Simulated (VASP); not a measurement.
# YHfMg6 (Cmmm) in VASP: a series of runs

The runs below take YHfMg6 through single point, with LDA.

All numbers are computed with VASP 6.6.1; they aren't measurements. Logs are shortened: lines on timing, memory, paths and dates and some standing lists are left out, and cuts for length are marked.

## Step 1: The cell of the first run

It takes space group Cmmm (No. 65, orthorhombic). The conventional cell has a = 7.808 Å, b = 9.789 Å, c = 4.890 Å, α = 90.00°, β = 90.00°, γ = 90.00°. Within 4.1 Å of Y (site symmetry mmm) lie 12 Mg at 3.13 to 3.50 Å and 2 Hf at 3.90 Å. Within 4.1 Å of Mg (site symmetry 2/m) lie 10 Mg at 3.13 to 3.90 Å and 2 Y at 3.13 Å and 2 Hf at 3.13 Å. Mg (site symmetry 2mm) has 9 Mg at 3.04 to 3.75 Å and 2 Hf at 3.08 Å and 2 Y at 3.18 Å within 4.0 Å. Mg (site symmetry m2m) has 10 Mg at 3.04 to 3.91 Å and 2 Hf at 3.42 Å and 2 Y at 3.50 Å within 4.0 Å. Within 4.1 Å of Hf (site symmetry mmm) lie 12 Mg at 3.08 to 3.42 Å and 2 Y at 3.90 Å.

## Step 2: Single point, LDA

File INCAR:

```
PREC = Accurate
ENCUT = 520
EDIFF = 1E-6
ISMEAR = 1
SIGMA = 0.1
LREAL = F
LASPH = T
NELM = 60
ALGO = Normal
ISIF = 2
LWAVE = F
LCHARG = F
GGA = CA
NBANDS = 26
```

File KPOINTS:

```
Automatic mesh
0
Gamma
  4 4 5
```

File POSCAR:

```
YHfMg6
1.0
    6.2609210000      0.0000000000      0.0000000000
   -1.3923238103      6.1041433613      0.0000000000
    0.0000000000      0.0000000000      4.8899280000
Y Mg Hf
1 6 1
Direct
    0.5000000000      0.5000000000      0.5000000000
    0.5000000000      0.0000000000      0.5000000000
    0.0000000000      0.5000000000      0.5000000000
    0.7598970000      0.7598970000      0.0000000000
    0.2401030000      0.2401030000      0.0000000000
    0.7551560000      0.2448440000      0.0000000000
    0.2448440000      0.7551560000      0.0000000000
    0.0000000000      0.0000000000      0.5000000000
```

Potentials or basis: VASP PAW LDA potentials, release 64 (Y_sv, Mg, Hf_pv).

On the command line:

```sh
> cat potpaw_LDA.64/Y_sv/POTCAR potpaw_LDA.64/Mg/POTCAR potpaw_LDA.64/Hf_pv/POTCAR > POTCAR
> mpirun -np 1 vasp_std > vasp.out
```

OUTCAR:

```text
PREC = Accurate
   ENCUT = 520
   EDIFF = 1E-6
   ISMEAR = 1
   LREAL = F
   LASPH = T
   NELM = 60
   ISIF = 2
   GGA = CA

 ion  position               nearest neighbor table
   1  0.500  0.500  0.500-   2 3.13   2 3.13   3 3.13   3 3.13   4 3.18   5 3.18   4 3.18   5 3.18
                             6 3.50   7 3.50   6 3.50   7 3.50   8 3.90   8 3.90
   2  0.500  0.000  0.500-   6 3.13   7 3.13   6 3.13   7 3.13   1 3.13   1 3.13   8 3.13   8 3.13
                             5 3.46   4 3.46   4 3.46   5 3.46
   3  0.000  0.500  0.500-   6 3.13   7 3.13   6 3.13   7 3.13   8 3.13   8 3.13   1 3.13   1 3.13
                             5 3.46   4 3.46   4 3.46   5 3.46
   4  0.760  0.760  0.000-   6 3.04   7 3.04   8 3.08   8 3.08   1 3.18   1 3.18   6 3.22   7 3.22
                             3 3.46   3 3.46   2 3.46   2 3.46
   5  0.240  0.240  0.000-   7 3.04   6 3.04   8 3.08   8 3.08   1 3.18   1 3.18   7 3.22   6 3.22
                             3 3.46   3 3.46   2 3.46   2 3.46
   6  0.755  0.245  0.000-   4 3.04   5 3.04   3 3.13   3 3.13   2 3.13   2 3.13   4 3.22   5 3.22
                             8 3.42   8 3.42   1 3.50   1 3.50
   7  0.245  0.755  0.000-   5 3.04   4 3.04   3 3.13   3 3.13   2 3.13   2 3.13   5 3.22   4 3.22
                             8 3.42   8 3.42   1 3.50   1 3.50
   8  0.000  0.000  0.500-   4 3.08   5 3.08   4 3.08   5 3.08   3 3.13   3 3.13   2 3.13   2 3.13
                             6 3.42   7 3.42   6 3.42   7 3.42   1 3.90   1 3.90

  LATTYP: Found a base centered orthorhombic cell.
 ALAT       =     7.8079321700
 B/A-ratio  =     1.2537786807
 C/A-ratio  =     0.6262769570

  Lattice vectors:

 A1 = (   6.2609210000,   0.0000000000,   0.0000000000)
 A2 = (  -1.3923238103,   6.1041433613,   0.0000000000)
 A3 = (   0.0000000000,   0.0000000000,   4.8899280000)

Analysis of symmetry for initial positions (statically):
=====================================================================
 Subroutine PRICEL returns:
 Original cell was already a primitive cell.

 Routine SETGRP: Setting up the symmetry group for a
 base centered orthorhombic supercell.

 Subroutine GETGRP returns: Found  8 space group operations
 (whereof  8 operations were pure point group operations)
 out of a pool of  8 trial point group operations.

The static configuration has the point symmetry D_2h.

Analysis of symmetry for dynamics (positions and initial velocities):
=====================================================================
 Subroutine PRICEL returns:
 Original cell was already a primitive cell.

 Routine SETGRP: Setting up the symmetry group for a
 base centered orthorhombic supercell.

 Subroutine GETGRP returns: Found  8 space group operations
 (whereof  8 operations were pure point group operations)
 out of a pool of  8 trial point group operations.

The dynamic configuration has the point symmetry D_2h.

 Subroutine INISYM returns: Found  8 space group operations
 (whereof  8 operations are pure point group operations),
 and found     1 'primitive' translations

----------------------------------------------------------------------------------------

                                     Primitive cell

  volume of cell :     186.8811

  direct lattice vectors                    reciprocal lattice vectors
     6.260921000  0.000000000  0.000000000     0.159720910  0.036431521  0.000000000
    -1.392323810  6.104143361  0.000000000     0.000000000  0.163823151  0.000000000
     0.000000000  0.000000000  4.889928000     0.000000000  0.000000000  0.204501989

  length of vectors
     6.260921000  6.260921000  4.889928000     0.163823151  0.163823151  0.204501989

  position of ions in fractional coordinates (direct lattice)
     0.500000000  0.500000000  0.500000000
     0.500000000  0.000000000  0.500000000
     0.000000000  0.500000000  0.500000000
     0.759897000  0.759897000  0.000000000
     0.240103000  0.240103000  0.000000000
     0.755156000  0.244844000  0.000000000
     0.244844000  0.755156000  0.000000000
     0.000000000  0.000000000  0.500000000

  ion indices of the primitive-cell ions
   primitive index   ion index
                 1           1
                 2           2
                 3           3
                 4           4
                 5           5
                 6           6
                 7           7
                 8           8

----------------------------------------------------------------------------------------

 KPOINTS: Automatic mesh

Automatic generation of k-mesh.
 Grid dimensions read from file:
 generate k-points for:    4    4    5

 Generating k-lattice:

  Cartesian coordinates                     Fractional coordinates (reciprocal lattice)
     0.039930228  0.009107880  0.000000000     0.250000000  0.000000000  0.000000000
     0.000000000  0.040955788  0.000000000     0.000000000  0.250000000  0.000000000
     0.000000000  0.000000000  0.040900398     0.000000000  0.000000000  0.200000000

  Length of vectors
     0.040955788  0.040955788  0.040900398

  Shift w.r.t. Gamma in fractional coordinates (k-lattice)
     0.000000000  0.000000000  0.000000000

 Subroutine IBZKPT returns following result:
 ===========================================

 Found     21 irreducible k-points:

 Following reciprocal coordinates:
            Coordinates               Weight
  0.000000  0.000000  0.000000      1.000000
  0.250000  0.000000  0.000000      4.000000
  0.500000  0.000000  0.000000      2.000000
  0.250000  0.250000  0.000000      2.000000
  0.500000  0.250000  0.000000      4.000000
 -0.250000  0.250000  0.000000      2.000000
[... 13 lines left out ...]
 -0.250000  0.250000  0.400000      4.000000
  0.500000  0.500000  0.400000      2.000000
   k-points           NKPTS =     21   k-points in BZ     NKDIM =     21   number of bands    NBANDS=     26
   number of dos      NEDOS =    301   number of ions     NIONS =      8
   total plane-waves  NPLWV =  82944
   dimension x,y,z NGX =    48 NGY =   48 NGZ =   36
   dimension x,y,z NGXF=    96 NGYF=   96 NGZF=   72
   ions per type =               1   6   1
   NGX,Y,Z   is equivalent  to a cutoff of  12.75, 12.75, 12.24 a.u.
   NGXF,Y,Z  is equivalent  to a cutoff of  25.49, 25.49, 24.48 a.u.
 SYSTEM =  unknown system
   PREC   = accura    normal or accurate (medium, high low for compatibility)
   ISTART =      0    job   : 0-new  1-cont  2-samecut
   ICHARG =      2    charge: 1-file 2-atom 10-const
   ISPIN  =      1    spin polarized calculation?
   LNONCOLLINEAR =      F non collinear calculations
   LSORBIT =      F    spin-orbit coupling
   LASPH  =      T    aspherical Exc in radial PAW
   ENCUT  =  520.0 eV  38.22 Ry    6.18 a.u.  11.64 11.64  9.09*2*pi/ulx,y,z
   NELM   =     60;   NELMIN=  2; NELMDL= -5     # of ELM steps
   EDIFF  = 0.1E-05   stopping-criterion for ELM
   LREAL  =      F    real-space projection
   EDIFFG = 0.1E-04   stopping-criterion for IOM
   NSW    =      0    number of steps for IOM
   IBRION =     -1    ionic relax: 0-MD 1-quasi-New 2-CG
   NFREE  =      0    steps in history (QN), initial steepest desc. (CG)
   ISIF   =      2    stress and relaxation
   ISYM   =      2    0-nonsym 1-usesym 2-fastsym
   POTIM  = 0.5000    time-step for ionic-motion
   TEBEG  =    0.0;   TEEND  =   0.0 temperature during run
   PSTRESS=    0.0 pullay stress
   NELECT =      33.0000    total number of electrons
   NUPDOWN=      -1.0000    fix difference up-down
   EMIN   =  10.00;   EMAX   =-10.00  energy-range for DOS
   EFERMI =   0.00;   METHOD = LEGACY
   ISMEAR =     1;   SIGMA  =   0.10  broadening in eV -4-tet -1-fermi 0-gaus
   EFERMI_NEDOS =   21; number of points for ismear=-14 and -15
   IALGO  =     38    algorithm
   IMIX   =      4    mixing-type and parameters
     AMIX     =   0.40;   BMIX     =  1.00
     AMIX_MAG =   1.60;   BMIX_MAG =  1.00
  volume/ion in A,a.u.               =      23.36       157.64
  Fermi-wavevector in a.u.,A,eV,Ry     =   0.918455  1.735627 11.477314  0.843559
  Thomas-Fermi vector in A             =   2.043538
   LORBIT       =      0    0 simple, 1 ext, 2 COOP (PROOUT), +10 PAW based schemes
   GGA     = CA    functional components
   LHFCALC =     F    Hartree Fock is set to
   AEXX    =    0.0000 exact exchange contribution
   IVDW    =     0    specifies the selected vdW correction
   LEPSILON=     F    determine dielectric tensor
   LRPA    =     F    only Hartree local field effects (RPA)
 non-spin polarized calculation
 Methfessel and Paxton  Order N= 1 SIGMA  =   0.10
  energy-cutoff  :      520.00
  volume of cell :      186.88
 maximum number of plane-waves:      5051
 NGX is ok and might be reduce to    48
   NGX = 23   NGY = 23   NGZ = 19

 number of electron      33.0000003 magnetization

 Free energy of the ion-electron system (eV)
  ---------------------------------------------------
  ext. energy  EPLUGINS =         0.00000000
  ---------------------------------------------------
  free energy    TOTEN  =       -28.26228015 eV

  energy without entropy =      -28.25787578  energy(sigma->0) =      -28.26081203

 E-fermi :   2.6094     XC(G=0):  -9.3049

 val. band max:        2.6006273736   @ k =   0.2500   0.2500   0.2000
 cond. band min:       2.6309450615   @ k =   0.5000   0.0000   0.2000
 fundamental gap:      0.0303176879
 Fermi energy:         2.6094265346

 k-point     1 :       0.0000    0.0000    0.0000
  band No.  band energies     occupation
      1     -39.6958      2.00000
      2     -28.3085      2.00000
      3     -28.2869      2.00000
      4     -28.1594      2.00000
      5     -19.8967      2.00000
      6     -19.8523      2.00000
[... 18 lines left out ...]
     25       5.4980      0.00000
     26       5.5900      0.00000

 k-point     2 :       0.2500    0.0000    0.0000
  band No.  band energies     occupation
      1     -39.6958      2.00000
      2     -28.3085      2.00000
      3     -28.2870      2.00000
      4     -28.1595      2.00000
      5     -19.8972      2.00000
      6     -19.8523      2.00000
[... 18 lines left out ...]
     25       5.9228      0.00000
     26       6.1068      0.00000

 k-point     3 :       0.5000    0.0000    0.0000
  band No.  band energies     occupation
      1     -39.6958      2.00000
      2     -28.3085      2.00000
      3     -28.2871      2.00000
      4     -28.1595      2.00000
      5     -19.8976      2.00000
      6     -19.8523      2.00000
[... 18 lines left out ...]
     25       5.6587      0.00000
     26       6.5643      0.00000

 k-point     4 :       0.2500    0.2500    0.0000
  band No.  band energies     occupation
      1     -39.6958      2.00000
      2     -28.3085      2.00000
      3     -28.2871      2.00000
      4     -28.1595      2.00000
      5     -19.8976      2.00000
      6     -19.8523      2.00000
[... 18 lines left out ...]
     25       5.5910      0.00000
     26       6.3838      0.00000
[... 409 lines left out ...]
      1     -39.6955      2.00000
      2     -28.3113      2.00000
      3     -28.2869      2.00000
      4     -28.1593      2.00000
      5     -19.8969      2.00000
      6     -19.8649      2.00000
[... 18 lines left out ...]
     25       5.9357      0.00000
     26       6.3401      0.00000

 k-point    20 :      -0.2500    0.2500    0.4000
  band No.  band energies     occupation
      1     -39.6955      2.00000
      2     -28.3113      2.00000
      3     -28.2868      2.00000
      4     -28.1593      2.00000
      5     -19.8964      2.00000
      6     -19.8649      2.00000
[... 18 lines left out ...]
     25       5.4741      0.00000
     26       6.7880      0.00000

 k-point    21 :       0.5000    0.5000    0.4000
  band No.  band energies     occupation
      1     -39.6955      2.00000
      2     -28.3113      2.00000
      3     -28.2870      2.00000
      4     -28.1594      2.00000
      5     -19.8973      2.00000
      6     -19.8649      2.00000
[... 18 lines left out ...]
     25       5.6376      0.00000
     26       6.7261      0.00000

------------------------ aborting loop because EDIFF is reached ----------------------------------------

  FORCE on cell =-STRESS in cart. coord.  units (eV):
  Direction    XX          YY          ZZ          XY          YZ          ZX
  --------------------------------------------------------------------------------------
  -------------------------------------------------------------------------------------
  Total       -3.6311687     -3.5260435     -3.8488753      0.2304418      0.0000000      0.0000000
  in kB      -31.1308943    -30.2296304    -32.9973455      1.9756338      0.0000000      0.0000000
  external PRESSURE =     -31.4526234 kB  Pullay stress =       0.0000000 kB

 VOLUME and BASIS-vectors are now :
 -----------------------------------------------------------------------------
  energy-cutoff  :      520.00
  volume of cell :      186.88
      direct lattice vectors                 reciprocal lattice vectors
     6.260921000  0.000000000  0.000000000     0.159720910  0.036431521  0.000000000
    -1.392323810  6.104143361  0.000000000     0.000000000  0.163823151  0.000000000
     0.000000000  0.000000000  4.889928000     0.000000000  0.000000000  0.204501989

 POSITION                                       TOTAL-FORCE (eV/Angst)
 -----------------------------------------------------------------------------------
      2.43430      3.05207      2.44496        -0.000000      0.000000      0.000000
      3.13046      0.00000      2.44496        -0.000000      0.000000      0.000000
     -0.69616      3.05207      2.44496        -0.000000      0.000000      0.000000
      3.69963      4.63852      0.00000         0.017758      0.022264      0.000000
      1.16896      1.46562      0.00000        -0.017758     -0.022264      0.000000
      4.38707      1.49456      0.00000         0.013420     -0.010704      0.000000
      0.48153      4.60958      0.00000        -0.013420      0.010704      0.000000
      0.00000      0.00000      2.44496        -0.000000      0.000000      0.000000
 -----------------------------------------------------------------------------------
    total drift:                                0.000000     -0.000000     -0.000000

  FREE ENERGIE OF THE ION-ELECTRON SYSTEM (eV)
  ---------------------------------------------------
  free  energy   TOTEN  =       -28.2622801524 eV

  energy  without entropy=      -28.2578757811  energy(sigma->0) =      -28.26081203
```

Wall time 2.4 min (1 thread of AMD EPYC 7R43 (Zen 3), shared host); peak memory 0.26 GiB.

Results:

```
Free energy   : -28.2623 eV
Pressure      : -3.1 GPa
Largest force : 0.028 eV/Å
```

Forces on the atoms (eV/Å):
```
Y    0.000  0.000  0.000
Mg   0.000  0.000  0.000
Mg   0.000  0.000  0.000
Mg   0.018  0.022  0.000
Mg  -0.018 -0.022  0.000
Mg   0.013 -0.011  0.000
Mg  -0.013  0.011  0.000
Hf   0.000  0.000  0.000
```

Levels at points of the mesh, in eV from the Fermi level:
```
           k point  band 14  band 15  band 16  band 17  band 18  band 19  band 20  band 21
(0.00, 0.00, 0.00)    -0.80    -0.19    -0.17    -0.14     0.39     1.21     1.51     1.72
(0.50, 0.00, 0.00)    -0.46    -0.33    -0.18    -0.02     0.43     0.89     1.00     1.34
(0.50, 0.50, 0.00)    -0.54    -0.53    -0.39     1.29     1.51     1.65     1.67     1.75
```

Caveat: spin-orbit coupling is left out, which moves the levels of the heavy elements.

## Step 3: Single point, LDA

File INCAR:

```
SYSTEM = YHfMg6
ALGO     = Normal         ! electronic algorithm
EDIFF    = 1E-6           ! SCF threshold, eV
ENCUT    = 520            ! plane-wave cutoff, eV
GGA      = CA             ! functional
ISIF     = 2              ! what is computed and relaxed
ISMEAR   = 1              ! smearing method
LASPH    = .True.         ! aspherical terms in the spheres
LCHARG   = .False.        ! write CHGCAR
LREAL    = .False.        ! projectors in reciprocal space
LWAVE    = .False.        ! write WAVECAR
NBANDS   = 26             ! bands
NELM     = 60             ! most SCF steps
PREC     = Accurate       ! precision mode
SIGMA    = 0.1            ! smearing width, eV
```

File KPOINTS:

```
k-points
0
Gamma
  4 4 5
  0 0 0
```

POSCAR is that of step 2.

Potentials or basis: VASP PAW LDA potentials, release 64 (Y_sv, Mg, Hf_pv).

On the command line:

```sh
> cat potpaw_LDA.64/Y_sv/POTCAR potpaw_LDA.64/Mg/POTCAR potpaw_LDA.64/Hf_pv/POTCAR > POTCAR
> mpirun -np 1 vasp_std > vasp.out
```

Run time: 2.6 min. Hardware: 1 thread of AMD EPYC 7R43 (Zen 3), shared host; peak memory 0.26 GiB.

The run converged. Its results:

- Free energy: -28.2623 eV
- Pressure: -3.1 GPa
- Largest force: 0.028 eV/Å

Forces on the atoms (eV/Å):
```
Y    0.000  0.000  0.000
Mg   0.000  0.000  0.000
Mg   0.000  0.000  0.000
Mg   0.018  0.022  0.000
Mg  -0.018 -0.022  0.000
Mg   0.013 -0.011  0.000
Mg  -0.013  0.011  0.000
Hf   0.000  0.000  0.000
```

Stress tensor (GPa, compression positive):
```
-3.11  0.20  0.00
 0.20 -3.02  0.00
 0.00  0.00 -3.30
```

Levels at points of the mesh, in eV from the Fermi level:
```csv
k point,band 15,band 16,band 17,band 18,band 19,band 20
"(0.00, 0.00, 0.00)",-0.19,-0.17,-0.14,0.39,1.21,1.51
"(0.50, 0.00, 0.00)",-0.33,-0.18,-0.02,0.43,0.89,1.00
"(0.50, 0.50, 0.00)",-0.53,-0.39,1.29,1.51,1.65,1.67
```

Caveat: spin-orbit coupling is left out, which moves the levels of the heavy elements.
